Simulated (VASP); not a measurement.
Wanted: the native input for a VASP 6.6.1 run.

| Property | Result |
| --- | --- |
| Task | single point |
| Functional | r2SCAN |
| Dispersion | D4 |
| Potentials or basis | VASP PAW PBE potentials, release 64 (Li_sv) |
| Cutoff | 520 eV |
| k mesh | 11 × 11 × 11 |
| Occupations | fermi-dirac, width 0.05 eV |
| Spin | no spin polarisation |
| Dipole correction | no |
| Further INCAR settings | ALGO = Normal; EDIFF = 1e-06; NBANDS = 8 |

Li:

```xyz
1
Lattice="-1.7663 1.7663 1.7663 1.7663 -1.7663 1.7663 1.7663 1.7663 -1.7663" Properties=species:S:1:pos:R:3 pbc="T T T"
Li    0.0000    0.0000    0.0000
```

These files were run (other wordings do the same):

POSCAR

```
Li
1.0
   -1.7662705373      1.7662705373      1.7662705373
    1.7662705373     -1.7662705373      1.7662705373
    1.7662705373      1.7662705373     -1.7662705373
Li
1
Direct
    0.0000000000      0.0000000000      0.0000000000
```

INCAR.step1

```
  PREC = Accurate
  ENCUT = 520
  ISMEAR = -1
  SIGMA = 0.05
  LREAL = False
  LASPH = True
  NELM = 60
  NBANDS = 8
  GGA = PE
  ALGO = Normal
  EDIFF = 1E-4
  LWAVE = True
  LCHARG = False
```

INCAR.step2

```
  PREC = Accurate
  ENCUT = 520
  EDIFF = 1E-6
  ISMEAR = -1
  SIGMA = 0.05
  LREAL = False
  LASPH = True
  NELM = 60
  ALGO = Normal
  ISIF = 2
  LWAVE = False
  LCHARG = False
  METAGGA = R2SCAN
  LMIXTAU = True
  IVDW = 13
  VDW_S6 = 1.0
  VDW_S8 = 0.6018749
  VDW_A1 = 0.51559235
  VDW_A2 = 5.77342911
  NBANDS = 8
  ISTART = 1
```

KPOINTS

```
regular mesh
0
Gamma
  11 11 11
```

Potentials or basis: VASP PAW PBE potentials, release 64 (Li_sv).

Launch:

```sh
$ cat potpaw_PBE.64/Li_sv/POTCAR > POTCAR
$ cp INCAR.step1 INCAR
$ mpirun -np 1 vasp_std > vasp.out
$ cp INCAR.step2 INCAR
$ mpirun -np 1 vasp_std > vasp.out
```

Results of the run:

The dispersion energy per atom is -0.007 eV.

Run time: 110 s on 1 thread of AMD EPYC 7R13, on a shared host, peak memory 0.1 GiB.
